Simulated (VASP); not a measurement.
# Pd (P6_3/mmc) in VASP: notebook, part 2 of 2

VASP 6.6.1. Earlier steps stand in the parts before.

## Step 3: Single point, PBE (14.16 Å³/atom)

This run uses another cell than the first one, of 14.16 Å³/atom.

INCAR reads:

```
SYSTEM = Pd
PREC = Accurate ; ENCUT = 520
EDIFF = 1E-6 ; ISMEAR = -1
SIGMA = 0.1 ; LREAL = .False.
LASPH = .True. ; NELM = 60
ALGO = Normal ; ISIF = 2
LWAVE = .False. ; LCHARG = .True.
GGA = PE ; LELF = .True.
LVHAR = .True. ; NBANDS = 28
```

KPOINTS reads:

```
regular mesh
0
Gamma
  17 17 5
  0 0 0
```

POSCAR reads:

```
Pd
1.0
    2.7074085313      0.0000000000      0.0000000000
   -1.3537042657      2.3446845666      0.0000000000
    0.0000000000      0.0000000000      8.9232601153
Pd
4
Direct
    0.0000000000      0.0000000000      1.0000000000
    0.0000000000      1.0000000000      0.5000000000
    0.3333333333      0.6666666667      0.2500000000
    0.6666666667      0.3333333333      0.7500000000
```

Potentials or basis: VASP PAW PBE potentials, release 64 (Pd).

Launch:

```bash
$ cat potpaw_PBE.64/Pd/POTCAR > POTCAR
$ mpirun -np 1 vasp_std > vasp.out
```

OUTCAR:

```text
SYSTEM = Pd
   PREC = Accurate
   ENCUT = 520
   EDIFF = 1E-6
   ISMEAR = -1
   LREAL = .False.
   LASPH = .True.
   NELM = 60
   ISIF = 2
   GGA = PE

 ion  position               nearest neighbor table
   1  0.000  0.000  0.000-   3 2.72   4 2.72   4 2.72   3 2.72   4 2.72   3 2.72
   2  0.000  0.000  0.500-   3 2.72   4 2.72   4 2.72   3 2.72   4 2.72   3 2.72
   3  0.333  0.667  0.250-   1 2.72   2 2.72   1 2.72   2 2.72   1 2.72   2 2.72
   4  0.667  0.333  0.750-   1 2.72   2 2.72   1 2.72   2 2.72   1 2.72   2 2.72

  LATTYP: Found a hexagonal cell.
 ALAT       =     2.7074085313
 C/A-ratio  =     3.2958676211

  Lattice vectors:

 A1 = (   2.7074085313,   0.0000000000,   0.0000000000)
 A2 = (  -1.3537042657,   2.3446845666,   0.0000000000)
 A3 = (   0.0000000000,   0.0000000000,   8.9232601153)

Analysis of symmetry for initial positions (statically):
=====================================================================
 Subroutine PRICEL returns:
 Original cell was already a primitive cell.

 Routine SETGRP: Setting up the symmetry group for a
 hexagonal supercell.

 Subroutine GETGRP returns: Found 24 space group operations
 (whereof 12 operations were pure point group operations)
 out of a pool of 24 trial point group operations.

The static configuration has the point symmetry D_3d.
 The point group associated with its full space group is D_6h.

Analysis of symmetry for dynamics (positions and initial velocities):
=====================================================================
 Subroutine PRICEL returns:
 Original cell was already a primitive cell.

 Routine SETGRP: Setting up the symmetry group for a
 hexagonal supercell.

 Subroutine GETGRP returns: Found 24 space group operations
 (whereof 12 operations were pure point group operations)
 out of a pool of 24 trial point group operations.

The dynamic configuration has the point symmetry D_3d.
 The point group associated with its full space group is D_6h.

 Subroutine INISYM returns: Found 24 space group operations
 (whereof 12 operations are pure point group operations),
[... 120 lines left out ...]
     AMIX_MAG =   1.60;   BMIX_MAG =  1.00
  volume/ion in A,a.u.               =      14.16        95.56
  Fermi-wavevector in a.u.,A,eV,Ry     =   1.457832  2.754904 28.916122  2.125275
  Thomas-Fermi vector in A             =   2.574588
   LORBIT       =      0    0 simple, 1 ext, 2 COOP (PROOUT), +10 PAW based schemes
   GGA     = PE    functional components
   LHFCALC =     F    Hartree Fock is set to
   AEXX    =    0.0000 exact exchange contribution
   IVDW    =     0    specifies the selected vdW correction
   LEPSILON=     F    determine dielectric tensor
   LRPA    =     F    only Hartree local field effects (RPA)
 non-spin polarized calculation
  energy-cutoff  :      520.00
  volume of cell :       56.65
 maximum number of plane-waves:      1545
   NGX = 11   NGY = 11   NGZ = 33

 number of electron      40.0000001 magnetization

 Free energy of the ion-electron system (eV)
  ---------------------------------------------------
  ext. energy  EPLUGINS =         0.00000000
  ---------------------------------------------------
  free energy    TOTEN  =       -20.72742069 eV

  energy without entropy =      -20.47328506  energy(sigma->0) =      -20.60035288

 E-fermi :  10.5160     XC(G=0): -13.4409

 val. band max:       10.5157188819   @ k =   0.3529   0.0000   0.2000
 cond. band min:      10.5159992372   @ k =   0.2353   0.1176   0.4000
 fundamental gap:      0.0002803554
 Fermi energy:        10.5159540876

 k-point     1 :       0.0000    0.0000    0.0000
  band No.  band energies     occupation
      1       3.0274      2.00000
      2       4.7208      2.00000
      3       4.7299      2.00000
      4       4.8615      2.00000
      5       7.3936      2.00000
      6       7.3990      2.00000
[... 733 lines left out ...]
     27      23.3709      0.00000
     28      25.2329      0.00000

 [... further k-points ...]

------------------------ aborting loop because EDIFF is reached ----------------------------------------

  FORCE on cell =-STRESS in cart. coord.  units (eV):
  Direction    XX          YY          ZZ          XY          YZ          ZX
  --------------------------------------------------------------------------------------
  -------------------------------------------------------------------------------------
  Total        6.0377431      6.0377431      5.8225977     -0.0000000      0.0000000     -0.0000000
  in kB      170.7746642    170.7746642    164.6893802     -0.0000000      0.0000000     -0.0000000
  external PRESSURE =     168.7462362 kB  Pullay stress =       0.0000000 kB

 VOLUME and BASIS-vectors are now :
 -----------------------------------------------------------------------------
  energy-cutoff  :      520.00
  volume of cell :       56.65
      direct lattice vectors                 reciprocal lattice vectors
     2.707408531  0.000000000  0.000000000     0.369356892  0.213248301  0.000000000
    -1.353704266  2.344684567  0.000000000     0.000000000  0.426496602  0.000000000
     0.000000000  0.000000000  8.923260115     0.000000000  0.000000000  0.112066665

 POSITION                                       TOTAL-FORCE (eV/Angst)
 -----------------------------------------------------------------------------------
      0.00000      0.00000      0.00000        -0.000000      0.000000      0.000000
      0.00000      0.00000      4.46163        -0.000000      0.000000      0.000000
     -0.00000      1.56312      2.23082         0.000000      0.000000      0.000000
      1.35370      0.78156      6.69245        -0.000000     -0.000000     -0.000000
 -----------------------------------------------------------------------------------
    total drift:                                0.000000     -0.000000      0.000000

  FREE ENERGIE OF THE ION-ELECTRON SYSTEM (eV)
  ---------------------------------------------------
  free  energy   TOTEN  =       -20.7274206928 eV

  energy  without entropy=      -20.4732850593  energy(sigma->0) =      -20.60035288
```

Wall time 72 s (1 thread of Intel Xeon 6975P-C (Granite Rapids), shared host); peak memory 0.25 GiB.

Results:

```yaml
Free_energy: -20.7274 eV
Pressure: 16.9 GPa
Band_gap_on_the_k_mesh: zero (bands 20 and 21 overlap by 1.02 eV)
```

Stress tensor (GPa, compression positive):
```
17.08  0.00  0.00
 0.00 17.08  0.00
 0.00  0.00 16.47
```

Levels at points of the mesh, in eV from the Fermi level:
| k point | band 16 | band 17 | band 18 | band 19 | band 20 | band 21 | band 22 | band 23 | band 24 | band 25 |
| --- | --- | --- | --- | --- | --- | --- | --- | --- | --- | --- |
| (0.00, 0.00, 0.00) | -1.65 | -1.65 | -1.16 | -1.16 | -0.77 | -0.77 | -0.15 | -0.15 | 0.81 | 7.48 |

Caveat: the cell stands under pressure.

## Step 4: Single point, PBE (14.78 Å³/atom)

This run uses another cell than the first one, of 14.78 Å³/atom.

INCAR is that of step 3.

KPOINTS reads:

```
Automatic mesh
0
Gamma
  17 17 5
  0 0 0
```

POSCAR reads:

```
Pd
1.0
    2.7460910223      0.0000000000      0.0000000000
   -1.3730455111      2.3781845864      0.0000000000
    0.0000000000      0.0000000000      9.0507524847
Pd
4
Direct
    0.0000000000      0.0000000000      1.0000000000
    0.0000000000      1.0000000000      0.5000000000
    0.3333333333      0.6666666667      0.2500000000
    0.6666666667      0.3333333333      0.7500000000
```

Launch:

```bash
$ cat potpaw_PBE.64/Pd/POTCAR > POTCAR
$ mpirun -np 1 vasp_std > vasp.out
```

It took 69 s on 1 thread of Intel Xeon 6975P-C (Granite Rapids), shared host; peak memory 0.25 GiB.

It converged, with:

```yaml
Free_energy: -20.9103 eV
Pressure: 7.2 GPa
Band_gap_on_the_k_mesh: zero (bands 20 and 21 overlap by 0.95 eV)
```

Stress tensor (GPa, compression positive):
```
7.33 0.00 0.00
0.00 7.33 0.00
0.00 0.00 6.84
```

Levels at points of the mesh, in eV from the Fermi level:
| k point | band 16 | band 17 | band 18 | band 19 | band 20 | band 21 | band 22 | band 23 | band 24 | band 25 |
| --- | --- | --- | --- | --- | --- | --- | --- | --- | --- | --- |
| (0.00, 0.00, 0.00) | -1.54 | -1.54 | -1.08 | -1.08 | -0.73 | -0.73 | -0.15 | -0.15 | 0.91 | 7.14 |

Caveat: the cell stands under pressure.

## Step 5: Single point, PBE

This run uses another cell than the first one, of 15.39 Å³/atom.

INCAR reads:

```
ALGO     = Normal         # electronic algorithm
EDIFF    = 1E-7           # SCF threshold, eV
ENCUT    = 520            # plane-wave cutoff, eV
GGA      = PE             # functional
ISIF     = 2              # what is computed and relaxed
ISMEAR   = -1             # smearing method
LASPH    = True           # aspherical terms in the spheres
LCHARG   = False          # write CHGCAR
LREAL    = False          # projectors in reciprocal space
LWAVE    = False          # write WAVECAR
NBANDS   = 28             # bands
NELM     = 100            # most SCF steps
PREC     = Accurate       # precision mode
SIGMA    = 0.1            # smearing width, eV
```

KPOINTS reads:

```
k-points
0
Gamma
  17 17 5
```

POSCAR reads:

```
Pd
1.0
    2.7837133826      0.0000000000      0.0000000000
   -1.3918566913      2.4107665062      0.0000000000
    0.0000000000      0.0000000000      9.1747508040
Pd
4
Direct
    0.0000000000      0.0000000000      1.0000000000
    0.0000000000      1.0000000000      0.5000000000
    0.3333333333      0.6666666667      0.2500000000
    0.6666666667      0.3333333333      0.7500000000
```

Launch:

```bash
$ cat potpaw_PBE.64/Pd/POTCAR > POTCAR
$ mpirun -np 1 vasp_std > vasp.out
```

It took 1.7 min on 1 thread of Intel Xeon 6975P-C (Granite Rapids), shared host; peak memory 0.27 GiB.

Results (log left out):

* Free energy: -20.9617 eV
* Pressure: -0.3 GPa
* Band gap on the k mesh: zero (bands 20 and 21 overlap by 0.89 eV)

Stress tensor (GPa, compression positive):
```
-0.20  0.00  0.00
 0.00 -0.20  0.00
 0.00  0.00 -0.60
```

Levels at points of the mesh, in eV from the Fermi level:
```
           k point  band 18  band 19  band 20  band 21  band 22  band 23
(0.00, 0.00, 0.00)    -1.01    -1.01    -0.68    -0.68    -0.14    -0.14
```

## Step 6: Single point, PBE (16.01 Å³/atom)

This run uses another cell than the first one, of 16.01 Å³/atom.

INCAR reads:

```
SYSTEM = Pd
PREC = Accurate
ENCUT = 520
EDIFF = 1E-6
ISMEAR = -1
SIGMA = 0.1
LREAL = .FALSE.
LASPH = .TRUE.
NELM = 60
ALGO = Normal
ISIF = 2
LWAVE = .FALSE.
LCHARG = .FALSE.
GGA = PE
NBANDS = 28
```

KPOINTS reads:

```
Automatic mesh
0
G
  17 17 5
  0 0 0
```

POSCAR reads:

```
Pd
1.0
    2.8203453911      0.0000000000      0.0000000000
   -1.4101726956      2.4424907562      0.0000000000
    0.0000000000      0.0000000000      9.2954850548
Pd
4
Direct
    0.0000000000      0.0000000000      1.0000000000
    0.0000000000      1.0000000000      0.5000000000
    0.3333333333      0.6666666667      0.2500000000
    0.6666666667      0.3333333333      0.7500000000
```

Potentials or basis: VASP PAW PBE potentials, release 64 (Pd).

Launch:

```bash
$ cat potpaw_PBE.64/Pd/POTCAR > POTCAR
$ mpirun -np 1 vasp_std > vasp.out
```

Wall time 76 s (1 thread of Intel Xeon 6975P-C (Granite Rapids), shared host); peak memory 0.27 GiB.

It converged, with:

| Property | Result |
| --- | --- |
| Free energy | -20.9117 eV |
| Pressure | -6.1 GPa |
| Band gap on the k mesh | zero (bands 20 and 21 overlap by 0.82 eV) |

Stress tensor (GPa, compression positive):
```
-5.98  0.00  0.00
 0.00 -5.98  0.00
 0.00  0.00 -6.29
```

Levels at points of the mesh, in eV from the Fermi level:
```csv
k point,band 16,band 17,band 18,band 19,band 20,band 21,band 22,band 23,band 24,band 25
"(0.00, 0.00, 0.00)",-1.36,-1.36,-0.95,-0.95,-0.65,-0.65,-0.14,-0.14,1.09,6.54
```

Caveat: the cell stands under tension.

## Step 7: Summary

| cell | gap on the mesh (eV) | pressure (GPa) |
| --- | --- | --- |
| a = 2.668, b = 2.668, c = 8.792 Å, angles 90.0, 90.0, 120.0°, 4 atoms | none | 29.5 |
| a = 2.707, b = 2.707, c = 8.923 Å, angles 90.0, 90.0, 120.0°, 4 atoms | none | 16.9 |
| a = 2.746, b = 2.746, c = 9.051 Å, angles 90.0, 90.0, 120.0°, 4 atoms | none | 7.2 |
| a = 2.784, b = 2.784, c = 9.175 Å, angles 90.0, 90.0, 120.0°, 4 atoms | none | -0.3 |
| a = 2.820, b = 2.820, c = 9.295 Å, angles 90.0, 90.0, 120.0°, 4 atoms | none | -6.1 |

Alike in all rows: task single point; level PBE; potentials or basis VASP PAW PBE potentials, release 64 (Pd); no spin polarisation; k mesh 17 × 17 × 5; cutoff (eV) 520; smearing fermi-dirac 0.1 eV.

Caveats: the cell stands under pressure (at least some runs); the cell stands under tension (at least some runs).

Total energies depend on the potentials used, so only differences within one code and one set of settings carry meaning.
